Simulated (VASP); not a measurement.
Set up this calculation in VASP 6.6.1, as the native input.

| Property | Result |
| --- | --- |
| Task | single point |
| Functional | PBEsol |
| Potentials or basis | VASP PAW PBE potentials, release 64 (Si) |
| Cutoff | 520 eV |
| k mesh | 10 × 10 × 4 |
| Occupations | gaussian, width 0.05 eV |
| Spin | no spin polarisation |
| Dipole correction | no |
| Further INCAR settings | ALGO = Normal; EDIFF = 1e-07; NBANDS = 36 |

The structure of Si lies in POSCAR:

```
Si
1.0
    2.4269748905     -4.8322500504      0.0000000000
    0.8226750437      4.2587824150      0.0000000000
    0.0000000000      0.0000000000     12.6538471797
Si
12
Direct
    0.7570405043      0.2429594957      0.9450993343
    0.2429594957      0.7570405043      0.0549006657
    0.7570405043      0.2429594957      0.5549006657
    0.2429594957      0.7570405043      0.4450993343
    0.4286865207      0.5713134793      0.1572242050
    0.5713134793      0.4286865207      0.8427757950
    0.4286865207      0.5713134793      0.3427757950
    0.5713134793      0.4286865207      0.6572242050
    0.9712162890      0.0287837110      0.9093716909
    0.0287837110      0.9712162890      0.0906283091
    0.9712162890      0.0287837110      0.5906283091
    0.0287837110      0.9712162890      0.4093716909
```

One way to write it, as run:

INCAR

```
PREC = Accurate
ENCUT = 520
EDIFF = 1E-7
ISMEAR = 0
SIGMA = 0.05
LREAL = F
LASPH = T
NELM = 100
ALGO = Normal
ISIF = 2
LWAVE = F
LCHARG = F
GGA = PS
NBANDS = 36
```

KPOINTS

```
regular mesh
0
Gamma
  10 10 4
```

Potentials or basis: VASP PAW PBE potentials, release 64 (Si).

Command:

```bash
$ cat potpaw_PBE.64/Si/POTCAR > POTCAR
$ mpirun -np 1 vasp_std > vasp.out
```

Results of the run:

| Quantity | Value |
| --- | --- |
| Pressure | 65.6 GPa |
| Largest force | 14.537 eV/Å |
| Band gap on the k mesh | zero (bands 24 and 25 overlap by 1.66 eV) |

Caveat: the cell stands under pressure; the PAW data sets were made with another functional, which shifts forces and pressure a little.

It took 29 min on 1 thread of Intel Xeon 8259CL (shared host), peak memory 0.79 GiB.
